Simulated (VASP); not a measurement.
A run of VASP 6.6.1 is set up as follows.

Contents of INCAR:

```
ALGO = Normal ; EDIFF = 1E-6
ENCUT = 520 ; ISIF = 2
ISMEAR = 0 ; LASPH = True
LCHARG = False ; LREAL = False
LWAVE = False ; NBANDS = 35
NELM = 100 ; PREC = Accurate
SIGMA = 0.05
```

The input KPOINTS:

```
k-points
0
Gamma
  6 6 8
```

Contents of POSCAR:

```
SnO2
1.0
    4.7207174017      0.0000000000      0.0000000000
    0.0000000000      4.7207174017      0.0000000000
    0.0000000000      0.0000000000      3.1887553105
Sn O
2 4
Direct
    0.0000000000      0.0000000000     -0.0526851337
    0.5000000000      0.5000000000      0.5526851337
    0.3061065496      0.3061065496      0.0306530775
    0.1938934504      0.8061065496      0.4693469225
    0.6938934504      0.6938934504      0.0306530775
    0.8061065496      0.1938934504      0.4693469225
```

Potentials or basis: VASP PAW LDA potentials, release 64 (Sn_d, O).

Launch:

```console
$ cat potpaw_LDA.64/Sn_d/POTCAR potpaw_LDA.64/O/POTCAR > POTCAR
$ mpirun -np 1 vasp_std > vasp.out
```

Q: What does it give for the band gap on the k mesh?

A: 1.05 eV, direct.

Q: Estimate the largest force.

A: 1.670 eV/Å.

Stress tensor (GPa, compression positive):
```
1.79 0.00 0.00
0.00 1.79 0.00
0.00 0.00 1.39
```

Caveat: the cell differs from its parent crystal (mode 4 frozen in at +0.000 Å and mode 5 at -0.168 Å (largest displacements)); spin-orbit coupling is left out, which moves the levels of the heavy elements; forces of over 1 eV/Å act on the atoms, so gaps and moduli don't describe the material at rest.
